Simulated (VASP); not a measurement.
NaF, 2 atoms in the cell. Symmetry: Fm-3m, No. 225, cubic system. The conventional cell has a = 4.594 Å, b = 4.594 Å, c = 4.594 Å, α = 90.00°, β = 90.00°, γ = 90.00°. Na (site symmetry m-3m) has 6 F at 2.30 Å within 3.0 Å. F (site symmetry m-3m) has 6 Na at 2.30 Å within 3.0 Å. 

| Property | Result |
| --- | --- |
| Program | VASP 6.6.1 |
| Task | single point |
| Functional | r2SCAN |
| Potentials or basis | VASP PAW PBE potentials, release 64 (Na_pv, F) |
| Cutoff | 520 eV |
| k mesh | 6 × 6 × 6 |
| Occupations | gaussian, width 0.01 eV |
| Spin | no spin polarisation |
| Dipole correction | no |
| Further INCAR settings | ALGO = Normal; EDIFF = 1e-06; NBANDS = 14 |

Potentials or basis: VASP PAW PBE potentials, release 64 (Na_pv, F).

Run with:

```console
$ cat potpaw_PBE.64/Na_pv/POTCAR potpaw_PBE.64/F/POTCAR > POTCAR
$ cp INCAR.step1 INCAR
$ mpirun -np 1 vasp_std > vasp.out
$ cp INCAR.step2 INCAR
$ mpirun -np 1 vasp_std > vasp.out
```

Hardware: 1 thread of Oxide Virtual Turin-like Processor, with other jobs on the host.

**Question.** Estimate the wall time of this run.

**Answer.** Wall time 30 s on 1 thread of Oxide Virtual Turin-like Processor (shared host), peak memory 0.1 GiB. Counts: k points 16.
